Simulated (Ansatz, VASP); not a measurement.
One calculation of Nb2H3, two programs

```xyz
5
Lattice="3.0665 0.0000 0.0000 -1.5332 2.6556 0.0000 0.0000 0.0000 5.3741" Properties=species:S:1:pos:R:3 pbc="T T T"
Nb    0.0000    1.7704    1.2575
Nb    1.5332    0.8852    4.1166
H     0.0000    0.0000    0.0000
H     0.0000    1.7704    3.2627
H     1.5332    0.8852    2.1114
```

Alike in both runs: task relaxation of cell and atoms; functional r2SCAN; k mesh 12 × 12 × 8; occupations gaussian, width 0.1 eV; no spin polarisation.

|  | VASP | Ansatz |
| --- | --- | --- |
| version | VASP 6.6.1 | Ansatz 0.2.0 |
| potentials or method | VASP PAW PBE potentials, release 64 (Nb_sv, H), cutoff 600 eV | scalar-relativistic, plane waves, PAW |
| valence electrons in the cell | 29 | 29 |

Ansatz gave:

* gap on the k mesh at the Fermi level, each at its own relaxed structure (eV): none
* relaxed volume (Å³/atom): 8.75
* relaxed cell length with the largest relative difference (Å): 3.069

Question: Which values does VASP return?

Answer: gap on the k mesh at the Fermi level, each at its own relaxed structure (eV): none; relaxed volume (Å³/atom): 8.74; relaxed cell length with the largest relative difference (Å): 3.067.

VASP's potentials were made for PBE, not for r2SCAN. A gap of «none» marks a metal or a gap that the smearing closes.
